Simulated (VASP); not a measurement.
# HgTe (F-43m) in VASP: elastic constants with PBEsol

Aim: the elastic constants of HgTe with PBEsol.

Program: VASP 6.6.1. These are calculated values, not measurements. Logs are shortened: lines on timing, memory, paths and dates and some standing lists are left out, and cuts for length are marked.

## Step 1: The cell of the first run

Symmetry: F-43m, No. 216, cubic system. Conventional cell: a = 6.418 Å, b = 6.418 Å, c = 6.418 Å, α = 90.00°, β = 90.00°, γ = 90.00°. Within 3.7 Å of Hg (site symmetry -43m) lie 4 Te at 2.78 Å. Te (site symmetry -43m) has 4 Hg at 2.78 Å within 3.7 Å.

## Step 2: Elastic constants, PBEsol

INCAR

```
SYSTEM = HgTe
ALGO     = Normal         ! electronic algorithm
EDIFF    = 1E-8           ! SCF threshold, eV
ENCUT    = 500            ! plane-wave cutoff, eV
GGA      = PS             ! functional
GGA_COMPAT= .FALSE.      
IBRION   = 6              ! ionic algorithm
ISIF     = 3              ! what is computed and relaxed
ISMEAR   = -1             ! smearing method
LASPH    = .TRUE.         ! aspherical terms in the spheres
LCHARG   = .FALSE.        ! write CHGCAR
LREAL    = .FALSE.        ! projectors in reciprocal space
LWAVE    = .FALSE.        ! write WAVECAR
NBANDS   = 16             ! bands
NELM     = 120            ! most SCF steps
NFREE    = 2            
NSW      = 1              ! ionic steps
POTIM    = 0.015          ! step
PREC     = Accurate       ! precision mode
SIGMA    = 0.08           ! smearing width, eV
```

KPOINTS

```
k-points
0
G
  14 14 14
  0 0 0
```

POSCAR

```
HgTe
1.0
    0.0000000000      3.2089793444      3.2089793444
    3.2089793444      0.0000000000      3.2089793444
    3.2089793444      3.2089793444      0.0000000000
Hg Te
1 1
Direct
    0.0000000000      0.0000000000      0.0000000000
    0.7500000000      0.7500000000      0.7500000000
```

Potentials or basis: VASP PAW PBE potentials, release 64 (Hg, Te).

The run is started by

```
$ cat potpaw_PBE.64/Hg/POTCAR potpaw_PBE.64/Te/POTCAR > POTCAR
$ mpirun -np 1 vasp_std > vasp.out
```

OUTCAR:

```text
SYSTEM = HgTe
   EDIFF = 1E-8
   ENCUT = 500
   GGA = PS
   IBRION = 6
   ISIF = 3
   ISMEAR = -1
   LASPH = .TRUE.
   LREAL = .FALSE.
   NELM = 120
   NFREE = 2
   NSW = 1
   POTIM = 0.015
   PREC = Accurate

 ion  position               nearest neighbor table
   1  0.000  0.000  0.000-   2 2.78   2 2.78   2 2.78   2 2.78
   2  0.750  0.750  0.750-   1 2.78   1 2.78   1 2.78   1 2.78

  LATTYP: Found a face centered cubic cell.
 ALAT       =     6.4179586888

  Lattice vectors:

 A1 = (   0.0000000000,   3.2089793444,   3.2089793444)
 A2 = (   3.2089793444,   0.0000000000,   3.2089793444)
 A3 = (   3.2089793444,   3.2089793444,   0.0000000000)

Analysis of symmetry for initial positions (statically):
=====================================================================
 Subroutine PRICEL returns:
 Original cell was already a primitive cell.

 Routine SETGRP: Setting up the symmetry group for a
 face centered cubic supercell.

 Subroutine GETGRP returns: Found 24 space group operations
 (whereof 24 operations were pure point group operations)
 out of a pool of 48 trial point group operations.

The static configuration has the point symmetry T_d .

Analysis of symmetry for dynamics (positions and initial velocities):
=====================================================================
 Subroutine PRICEL returns:
 Original cell was already a primitive cell.

 Routine SETGRP: Setting up the symmetry group for a
 face centered cubic supercell.

 Subroutine GETGRP returns: Found 24 space group operations
 (whereof 24 operations were pure point group operations)
 out of a pool of 48 trial point group operations.

The dynamic configuration has the point symmetry T_d .

 Subroutine INISYM returns: Found 24 space group operations
 (whereof 24 operations are pure point group operations),
 and found     1 'primitive' translations

----------------------------------------------------------------------------------------

                                     Primitive cell

  volume of cell :      66.0892

  direct lattice vectors                    reciprocal lattice vectors
     0.000000000  3.208979344  3.208979344    -0.155812782  0.155812782  0.155812782
     3.208979344  0.000000000  3.208979344     0.155812782 -0.155812782  0.155812782
     3.208979344  3.208979344  0.000000000     0.155812782  0.155812782 -0.155812782

  length of vectors
     4.538182110  4.538182110  4.538182110     0.269875655  0.269875655  0.269875655

  position of ions in fractional coordinates (direct lattice)
     0.000000000  0.000000000  0.000000000
     0.750000000  0.750000000  0.750000000

  ion indices of the primitive-cell ions
   primitive index   ion index
                 1           1
                 2           2

----------------------------------------------------------------------------------------

 KPOINTS: k-points

Automatic generation of k-mesh.
 Grid dimensions read from file:
 generate k-points for:   14   14   14
[... 104 lines left out ...]

 number of electron      17.9999999 magnetization

 Free energy of the ion-electron system (eV)
  ---------------------------------------------------
  ext. energy  EPLUGINS =         0.00000000
  ---------------------------------------------------
  free energy    TOTEN  =        -4.35780574 eV

  energy without entropy =       -4.35709006  energy(sigma->0) =       -4.35744790

------------------------ aborting loop because EDIFF is reached ----------------------------------------

  FORCE on cell =-STRESS in cart. coord.  units (eV):
  Direction    XX          YY          ZZ          XY          YZ          ZX
  --------------------------------------------------------------------------------------
  -------------------------------------------------------------------------------------
  Total        0.8810344      0.8810344      0.8810344     -0.0000000      0.0000000     -0.0000000
  in kB       21.3585953     21.3585953     21.3585953     -0.0000000      0.0000000     -0.0000000
  external PRESSURE =      21.3585953 kB  Pullay stress =       0.0000000 kB
[... 89 lines left out ...]
  FREE ENERGIE OF THE ION-ELECTRON SYSTEM (eV)
  ---------------------------------------------------
  free  energy   TOTEN  =        -4.3416662194 eV

  energy  without entropy=       -4.3410011323  energy(sigma->0) =       -4.34133368

[... ionic steps 4 to 14 ...]

--------------------------------------- Ionic step       15  -------------------------------------------

 number of electron      17.9999999 magnetization

------------------------ aborting loop because EDIFF is reached ----------------------------------------
[... 67 lines left out ...]
--------------------------------------- Ionic step       17  -------------------------------------------

 number of electron      17.9999999 magnetization

 Free energy of the ion-electron system (eV)
  ---------------------------------------------------
  ext. energy  EPLUGINS =         0.00000000
  ---------------------------------------------------
  free energy    TOTEN  =        -4.35732782 eV

  energy without entropy =       -4.35661281  energy(sigma->0) =       -4.35697031

 E-fermi :   3.3648     XC(G=0):  -9.0361

 val. band max:        3.1896863048   @ k =   0.0000   0.0000   0.0000
 cond. band min:       3.5425478261   @ k =   0.0714   0.0000   0.0000
 fundamental gap:      0.3528615212
 Fermi energy:         3.3648425547

 k-point     1 :       0.0000    0.0000    0.0000
  band No.  band energies     occupation
      1      -9.0003      2.00000
      2      -4.3067      2.00000
      3      -4.2930      2.00000
      4      -4.2789      2.00000
      5      -3.7304      2.00000
      6      -3.7301      2.00000
[... 433 lines left out ...]
      3      -4.1732      2.00000
      4      -4.1225      2.00000
      5      -3.7519      2.00000
      6      -3.7058      2.00000
[... 8 lines left out ...]
     15      12.1588      0.00000
     16      12.6205      0.00000

 [... further k-points ...]

------------------------ aborting loop because EDIFF is reached ----------------------------------------

  FORCE on cell =-STRESS in cart. coord.  units (eV):
  Direction    XX          YY          ZZ          XY          YZ          ZX
  --------------------------------------------------------------------------------------
  -------------------------------------------------------------------------------------
  Total        0.8814709      0.8833651      0.8833651      0.0000000     -0.0987976      0.0000000
  in kB       21.3691773     21.4150974     21.4150974      0.0000000     -2.3951146      0.0000000
  external PRESSURE =      21.3997907 kB  Pullay stress =       0.0000000 kB
[... 17 lines left out ...]
  FREE ENERGIE OF THE ION-ELECTRON SYSTEM (eV)
  ---------------------------------------------------
  free  energy   TOTEN  =        -4.3573278169 eV

  energy  without entropy=       -4.3566128108  energy(sigma->0) =       -4.35697031

 INTERNAL STRAIN TENSORS FROM STRAINED CELLS
 ============================================

 INTERNAL STRAIN TENSOR FOR ION    1 for displacements in x,y,z  (eV/Angst):
          X           Y           Z          XY          YZ          ZX
  --------------------------------------------------------------------------------
  x     0.00000    -0.00000     0.00000     0.00000    -6.61237     0.00000
  y    -0.00000    -0.00000     0.00000     0.00000     0.00000    -6.61241
  z    -0.00000    -0.00000     0.00000    -6.61253    -0.00000     0.00000

 INTERNAL STRAIN TENSORS FROM DISPLACED ATOMS
 ============================================

 INTERNAL STRAIN TENSOR FOR ION    1 for displacements in x,y,z  (eV/Angst):
          X           Y           Z          XY          YZ          ZX
  --------------------------------------------------------------------------------
  x     0.00000     0.00000     0.00000     0.00000    -6.58015     0.00000
  y     0.00000     0.00000     0.00000     0.00000     0.00000    -6.58015
  z     0.00000     0.00000     0.00000    -6.58015     0.00000     0.00000

 INTERNAL STRAIN TENSOR FOR ION    2 for displacements in x,y,z  (eV/Angst):
          X           Y           Z          XY          YZ          ZX
  --------------------------------------------------------------------------------
  x    -0.00000    -0.00000    -0.00000     0.00000     6.59003     0.00000
  y    -0.00000    -0.00000    -0.00000     0.00000     0.00000     6.59003
  z    -0.00000    -0.00000    -0.00000     6.59003     0.00000     0.00000

 Eigenvectors and eigenvalues of the dynamical matrix
 ----------------------------------------------------

   1 f  =    3.648528 THz    22.924377 2PiTHz  121.701793 cm-1    15.089092 meV
             X         Y         Z           dx          dy          dz
      0.000000  0.000000  0.000000     0.000000    0.623494    0.000000
      4.813469  4.813469  4.813469     0.000000   -0.781828    0.000000
[... 21 lines left out ...]
   6 f/i=    0.000202 THz     0.001269 2PiTHz    0.006735 cm-1     0.000835 meV
             X         Y         Z           dx          dy          dz
      0.000000  0.000000  0.000000     0.000000    0.000000    0.781828
      4.813469  4.813469  4.813469     0.000000    0.000000    0.623494

--------------------------------------------------------------------------------------------------------

 ELASTIC MODULI CONTR FROM IONIC RELAXATION (kBar)
 Direction    XX          YY          ZZ          XY          YZ          ZX
 --------------------------------------------------------------------------------
 XX          -0.0000     -0.0000     -0.0000      0.0000      0.0000      0.0000
 YY          -0.0000     -0.0000     -0.0000      0.0000      0.0000      0.0000
 ZZ          -0.0000     -0.0000     -0.0000      0.0000      0.0000      0.0000
 XY           0.0000      0.0000      0.0000   -247.4830      0.0000      0.0000
 YZ           0.0000      0.0000      0.0000      0.0000   -247.4830     -0.0000
 ZX           0.0000      0.0000      0.0000      0.0000     -0.0000   -247.4830
 --------------------------------------------------------------------------------

 TOTAL ELASTIC MODULI (kBar)
 Direction    XX          YY          ZZ          XY          YZ          ZX
 --------------------------------------------------------------------------------
 XX         601.4491    458.5446    458.5446      0.0000     -0.0000      0.0000
 YY         458.5446    601.4491    458.5446      0.0000      0.0000      0.0000
 ZZ         458.5446    458.5446    601.4491     -0.0000      0.0000      0.0000
 XY           0.0000      0.0000     -0.0000    201.7484      0.0000      0.0000
 YZ          -0.0000      0.0000      0.0000      0.0000    201.7484     -0.0000
 ZX           0.0000      0.0000      0.0000      0.0000     -0.0000    201.7484
 --------------------------------------------------------------------------------
```

It took 79 min on 1 thread of Intel Xeon Platinum 8488C (Sapphire Rapids), shared host; peak memory 1.2 GiB.

What came out:

| Property | Result |
| --- | --- |
| Elastic constants C11, C12, C44 | 60, 46, 20 GPa |
| Voigt bulk modulus | 51 GPa |
| Highest phonon frequency at Γ, LO-TO splitting left out | 122 cm⁻¹ |

Phonon frequencies in cm⁻¹ (negative: imaginary):
```
              q point        frequencies
(0.000, 0.000, 0.000)  0 0 0 122 122 122
```

Elastic tensor in Voigt notation (GPa, in the Cartesian axes of the cell as first typed):
```
60 46 46  0  0  0
46 60 46  0  0  0
46 46 60  0  0  0
 0  0  0 20  0  0
 0  0  0  0 20  0
 0  0  0  0  0 20
```

Clamped-ion elastic tensor (GPa):
```
60 46 46  0  0  0
46 60 46  0  0  0
46 46 60  0  0  0
 0  0  0 45  0  0
 0  0  0  0 45  0
 0  0  0  0  0 45
```

Caveat: the cell is under stress, which shifts elastic constants; the PAW data sets were made with another functional, which shifts forces and pressure a little; spin-orbit coupling is left out, which moves the levels of the heavy elements.
